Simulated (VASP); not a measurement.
Write the native input for VASP 6.6.1 that does the following.

```yaml
Task: single point
Functional: PBE
Potentials_or_basis: VASP PAW PBE potentials, release 64 (Ru_pv)
Cutoff: 520 eV
k_mesh: 9 × 9 × 5
Occupations: fermi-dirac, width 0.1 eV
Spin: non-collinear spin, zero start, spin-orbit coupling
Starting_moments: "[[0, 0, 0], [0, 0, 0]] μB"
Dipole_correction: no
Further_INCAR_settings: ALGO = Normal; EDIFF = 1e-06; NBANDS = 40
```

The structure of Ru lies in POSCAR:

```
Ru
1.0
    2.7078260000      0.0000000000      0.0000000000
   -1.3539130000      2.3450460000      0.0000000000
    0.0000000000      0.0000000000      4.2681020000
Ru
2
Direct
    0.3333330000      0.6666670000      0.2500000000
    0.6666670000      0.3333330000      0.7500000000
```

These files were run (other wordings do the same):

INCAR

```
SYSTEM = Ru
PREC = Accurate
ENCUT = 520
EDIFF = 1E-6
ISMEAR = -1
SIGMA = 0.1
LREAL = .False.
LASPH = .True.
NELM = 150
ALGO = Normal
ISIF = 2
LWAVE = .False.
LCHARG = .True.
MAGMOM = 0 0 0 0 0 0
LORBIT = 11
LSORBIT = .True.
GGA_COMPAT = .False.
LORBMOM = .True.
LMAXMIX = 4
GGA = PE
LVHAR = .True.
NBANDS = 40
```

KPOINTS

```
regular mesh
0
Gamma
  9 9 5
  0 0 0
```

Potentials or basis: VASP PAW PBE potentials, release 64 (Ru_pv).

Launch:

```bash
$ cat potpaw_PBE.64/Ru_pv/POTCAR > POTCAR
$ mpirun -np 1 vasp_ncl > vasp.out
```

Results of the run:

The pressure is 5.2 GPa, the net moment is 0.00 μB per cell and the valence electrons inside the program's atomic spheres are Ru 12.68.

Run time: 64 s on 1 thread of AMD EPYC 7R13 Processor (Zen 3) (shared host), peak memory 0.19 GiB.
